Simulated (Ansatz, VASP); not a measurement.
## One calculation of Ta16H, two programs

```xyz
17
Lattice="6.6400 0.0000 0.0000 0.0000 6.6400 0.0000 0.0000 0.0000 6.6400" Properties=species:S:1:pos:R:3 pbc="T T T"
Ta    0.0000    0.0000    0.0000
Ta    1.6600    1.6600    1.6600
Ta    0.0000    0.0000    3.3200
Ta    1.6600    1.6600    4.9800
Ta    0.0000    3.3200    0.0000
Ta    1.6600    4.9800    1.6600
Ta    0.0000    3.3200    3.3200
Ta    1.6600    4.9800    4.9800
Ta    3.3200    0.0000    0.0000
Ta    4.9800    1.6600    1.6600
Ta    3.3200    0.0000    3.3200
Ta    4.9800    1.6600    4.9800
Ta    3.3200    3.3200    0.0000
Ta    4.9800    4.9800    1.6600
Ta    3.3200    3.3200    3.3200
Ta    4.9800    4.9800    4.9800
H     1.6600    0.8300    0.0000
```

Alike in both runs: task relaxation of cell and atoms; functional PBEsol; k mesh 8 × 8 × 8; occupations gaussian, width 0.1 eV; no spin polarisation.

|  | VASP | Ansatz |
| --- | --- | --- |
| version | VASP 6.6.1 | Ansatz 0.2.0 |
| potentials or method | VASP PAW PBE potentials, release 64 (Ta_pv, H) | scalar-relativistic, plane waves, PAW |
| plane-wave cutoff (eV) | 600 | 420 |
| valence electrons in the cell | 177 | 209 |

Ansatz gave:

```
gap on the k mesh at the Fermi level, each at its own relaxed structure (eV) : none
relaxed volume (Å³/atom)                                                     : 16.80
relaxed cell length with the largest relative difference (Å)                 : 6.594
```

Task: What did VASP give for the same quantities?

Result: gap on the k mesh at the Fermi level, each at its own relaxed structure (eV): none; relaxed volume (Å³/atom): 16.81; relaxed cell length with the largest relative difference (Å): 6.598.

VASP's potentials were made for PBE, not for PBEsol. A gap of «none» marks a metal or a gap that the smearing closes. VASP's potentials hold 177 valence electrons a cell and Ansatz's 209, so a difference there can come from the potentials and not from the codes.

Spin-orbit coupling is off throughout.
